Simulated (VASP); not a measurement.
A run of VASP 6.6.1 is set up as follows.

Contents of POSCAR:

```
Si2W
1.0
    4.5794434783      0.0000000000      0.0000000000
   -2.2897217391      3.9659143874      0.0000000000
    0.0000000000      0.0000000000      6.6099580592
Si W
6 3
Direct
    0.8364194249      0.6728388498      0.5000000000
    0.1635805751      0.8364194249      0.8333333333
    0.6728388498      0.8364194249      0.1666666667
    0.1635805751      0.3271611502      0.5000000000
    0.8364194249      0.1635805751      0.8333333333
    0.3271611502      0.1635805751      0.1666666667
    0.0000000000      0.5000000000      0.1666666667
    0.5000000000      0.5000000000      0.8333333333
    0.5000000000      0.0000000000      0.5000000000
```

File INCAR.step1:

```
PREC = Accurate
ENCUT = 520
ISMEAR = -1
SIGMA = 0.02
LREAL = F
LASPH = T
NELM = 80
NBANDS = 43
GGA = PE
ALGO = Normal
EDIFF = 1E-4
LWAVE = T
LCHARG = F
```

INCAR.step2

```
PREC = Accurate
ENCUT = 520
EDIFF = 1E-6
ISMEAR = -1
SIGMA = 0.02
LREAL = F
LASPH = T
NELM = 80
ALGO = Normal
ISIF = 2
LWAVE = F
LCHARG = F
METAGGA = R2SCAN
LMIXTAU = T
NBANDS = 43
ISTART = 1
```

File KPOINTS:

```
regular mesh
0
Gamma
  6 6 4
```

Potentials or basis: VASP PAW PBE potentials, release 64 (Si, W_sv).

Run with:

```bash
$ cat potpaw_PBE.64/Si/POTCAR potpaw_PBE.64/W_sv/POTCAR > POTCAR
$ cp INCAR.step1 INCAR
$ mpirun -np 1 vasp_std > vasp.out
$ cp INCAR.step2 INCAR
$ mpirun -np 1 vasp_std > vasp.out
```

What does it give for the band gap on the k mesh?

0.13 eV (least direct gap 0.83 eV).

Estimate the largest force.

0.011 eV/Å.

What does it give for the pressure?

0.3 GPa.

Forces on the atoms (eV/Å):
```
Si   0.000  0.011  0.000
Si  -0.009  0.005  0.000
Si   0.009  0.005  0.000
Si   0.000 -0.011  0.000
Si   0.009 -0.005  0.000
Si  -0.009 -0.005  0.000
W    0.000  0.000  0.000
W    0.000  0.000  0.000
W    0.000  0.000  0.000
```

Caveat: the PAW data sets were made with another functional, which shifts forces and pressure a little; spin-orbit coupling is left out, which moves the levels of the heavy elements. A k mesh can miss the band edges.
